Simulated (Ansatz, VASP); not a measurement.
# KCl: VASP beside Ansatz

Contents of INCAR:

```
SYSTEM = KCl
PREC     = Accurate       ! precision mode
ENCUT    = 520            ! plane-wave cutoff, eV
EDIFF    = 1E-6           ! SCF threshold, eV
ISMEAR   = -1             ! smearing method
SIGMA    = 0.03           ! smearing width, eV
LREAL    = .False.        ! projectors in reciprocal space
LASPH    = .True.         ! aspherical terms in the spheres
NELM     = 80             ! most SCF steps
ALGO     = Normal         ! electronic algorithm
ISIF     = 2              ! what is computed and relaxed
LWAVE    = .False.        ! write WAVECAR
LCHARG   = .False.        ! write CHGCAR
GGA      = PE             ! functional
NBANDS   = 15             ! bands
```

The input KPOINTS:

```
regular mesh
0
Gamma
  7 7 7
  0 0 0
```

File POSCAR:

```
KCl
1.0
    0.0000000000      3.1561000000      3.0614170000
    3.1561000000      0.0000000000      3.0614170000
    3.1561000000      3.1561000000      0.0000000000
K Cl
1 1
Direct
    0.0000000000      0.0000000000      0.0000000000
    0.5000000000      0.5000000000      0.5000000000
```

Input for Ansatz:

```yaml
crystal:
  lattice:
    - [0.0, 3.1561, 3.061417]
    - [3.1561, 0.0, 3.061417]
    - [3.1561, 3.1561, 0.0]
  atoms:
    - { symbol: K, position: [0.0, 0.0, 0.0] }
    - { symbol: Cl, position: [0.5, 0.5, 0.5] }
kpoints:
  mp_grid: { grid: [7, 7, 7] }
  band_path:
    path:
      - [0.0, 0.0, 0.0]
      - [0.0, 0.5, 0.5]
      - [0.25, 0.75, 0.5]
      - [0.0, 0.5, 0.0]
      - [0.0, 0.0, 0.0]
      - [0.5, 0.5, 0.0]
      - [0.3828515251, 0.6171484749, 0.0]
      - [-0.3828515251, 0.3828515251, 0.0]
      - [0.0, 0.0, 0.0]
    npoints: 5
scf:
  occupations: { method: fermi_dirac, width: 0.03 }
hamiltonian:
  xc: pbe
  pseudopotentials: { kind: all_electron, lapw: { basis_error: 0.001 } }
output:
  forces: true
  stress: true
  eigenvalues: true
```

Change from the starting cell: zz strain of -3 %.

Alike in both runs: task single point; functional PBE; k mesh 7 × 7 × 7; occupations fermi-dirac, width 0.03 eV; no spin polarisation.

|  | VASP | Ansatz |
| --- | --- | --- |
| version | VASP 6.6.1 | Ansatz 0.2.0 |
| potentials or method | VASP PAW PBE potentials, release 64 (K_sv, Cl), cutoff 520 eV | all-electron LAPW, scalar-relativistic |

Ansatz gave:

```
gap on the k mesh at the Fermi level (eV)                     : 5.24
pressure (GPa)                                                : 1.3
traceless stress, the component that is largest in VASP (GPa) : 0.91
```

Task: Estimate VASP's values.

Result: gap on the k mesh at the Fermi level (eV): 5.24; pressure (GPa): 1.3; traceless stress, the component that is largest in VASP (GPa): 0.92.

Ansatz ran all-electron here, and VASP with PAW potentials.
